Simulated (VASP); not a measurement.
Crystal: Rb.

```
Rb
1.0
     4.14296    0.00000    0.00000
    -0.81662    7.80631    0.00000
     2.18032    3.19258    6.90209
Rb
2
Direct
  0.22632 0.39759 0.67116
  0.65645 0.64326 0.83965
```

The cell was built from a structure type or drawn by symmetry, and may not be a known phase.

```yaml
Program: VASP 6.6.1
Task: relaxation of cell and atoms
Functional: PBE
Potentials_or_basis: VASP PAW PBE potentials, release 64 (Rb_sv)
Cutoff: 600 eV
k_mesh: 4 × 4 × 4
Occupations: gaussian, width 0.1 eV
Spin: no spin polarisation
```

At the start: pressure 1.4 GPa; volume 111.61 Å³/atom.

**Question.** How do energy, volume and symmetry change on relaxing?

**Answer.** Over 21 steps the energy falls by 594.8 meV/atom and the volume is 94.02 Å³/atom (-15.8 %); space group P-1 (No. 2, to 0.1 Å) before and after.

Step by step:
| step | energy change (eV) | largest force (eV/Å) | pressure (GPa) | volume (Å³) |
| --- | --- | --- | --- | --- |
| 1 | 0.0000 | 1.2839 | 1.37 | 223.22 |
| 2 | -0.4871 | 0.7700 | 0.60 | 254.78 |
| 3 | -0.7543 | 0.3642 | 0.05 | 296.62 |
| 4 | -0.7912 | 0.2476 | -0.09 | 315.71 |
| 5 | -0.7967 | 0.2033 | -0.13 | 324.82 |
| 6 | -0.7971 | 0.1931 | -0.15 | 326.99 |
| 7 | -0.8217 | 0.1803 | -0.15 | 318.93 |
| 8 | -0.8889 | 0.1421 | -0.16 | 294.75 |
| 9 | -0.9746 | 0.0802 | -0.11 | 246.83 |
| 10 | -1.0129 | 0.0746 | -0.13 | 235.75 |
| 11 | -1.1058 | 0.0638 | -0.10 | 208.32 |
| 12 | -1.0353 | 0.2625 | 0.85 | 153.45 |
| 13 | -1.1407 | 0.1087 | 0.06 | 188.59 |
| 14 | -1.1410 | 0.1125 | 0.06 | 187.32 |
| 15 | -1.1494 | 0.1024 | 0.01 | 189.53 |
| 16 | -1.1639 | 0.0624 | -0.11 | 195.84 |
| 17 | -1.1683 | 0.0250 | -0.23 | 206.83 |
| 18 | -1.1749 | 0.0221 | -0.22 | 203.99 |
| 19 | -1.1875 | 0.0178 | -0.12 | 195.06 |
| 20 | -1.1894 | 0.0175 | -0.09 | 191.30 |
| 21 | -1.1896 | 0.0191 | -0.05 | 188.03 |

Final structure:
```yaml
crystal:
  lattice:
    - [5.35533, 0.57534, -0.26320]
    - [-0.04705, 7.80962, 3.34951]
    - [3.16150, 5.86012, 6.70221]
  atoms:
    - { symbol: Rb, position: [0.21613, 0.33429, 0.69307] }
    - { symbol: Rb, position: [0.66664, 0.70657, 0.81774] }
```

Caveat: the k points lie up to 0.36 Å⁻¹ apart in the final cell, too coarse for converged energies and pressures of a metal; the volume moved by over 15 % at a fixed basis, so the end points are rough.
